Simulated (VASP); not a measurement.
Input of a VASP 6.6.1 run:

Contents of INCAR:

```
  PREC = Accurate
  ENCUT = 600
  EDIFF = 1E-6
  ISMEAR = 0
  SIGMA = 0.1
  LREAL = False
  LASPH = True
  NELM = 100
  ALGO = Normal
  ISIF = 3
  LWAVE = False
  LCHARG = False
  GGA = PE
  IBRION = 2
  NSW = 100
  EDIFFG = -0.002
  PSTRESS = 450.0
```

KPOINTS

```
Automatic mesh
0
Gamma
  20 20 20
```

The input POSCAR:

```
Mo
1.0
   -1.5128157370      1.5128157370      1.5128157370
    1.5128157370     -1.5128157370      1.5128157370
    1.5128157370      1.5128157370     -1.5128157370
Mo
1
Direct
    0.0000000000      0.0000000000      0.0000000000
```

Potentials or basis: VASP PAW PBE potentials, release 64 (Mo_sv).

Run with:

```console
$ cat potpaw_PBE.64/Mo_sv/POTCAR > POTCAR
$ mpirun -np 1 vasp_std > vasp.out
```

Problem. Predict the space group after relaxing (to 0.1 Å).

Solution. Im-3m (No. 229).

Problem. Estimate the relaxed volume.

Solution. 13.86 Å³/atom.

Problem. Estimate the relaxed cell.

Solution. a = 2.621 Å, b = 2.621 Å, c = 2.621 Å, α = 109.47°, β = 109.47°, γ = 109.47°.

Problem. Estimate the band gap on the k mesh.

Solution. Zero (bands 7 and 8 overlap by 6.33 eV).

Final structure:
```xyz
1
Lattice="-1.5133 1.5133 1.5133 1.5133 -1.5133 1.5133 1.5133 1.5133 -1.5133" Properties=species:S:1:pos:R:3 pbc="T T T"
Mo    0.0000    0.0000    0.0000
```

Caveat: the cell is relaxed towards a set pressure, so the run minimises the enthalpy, not the energy.
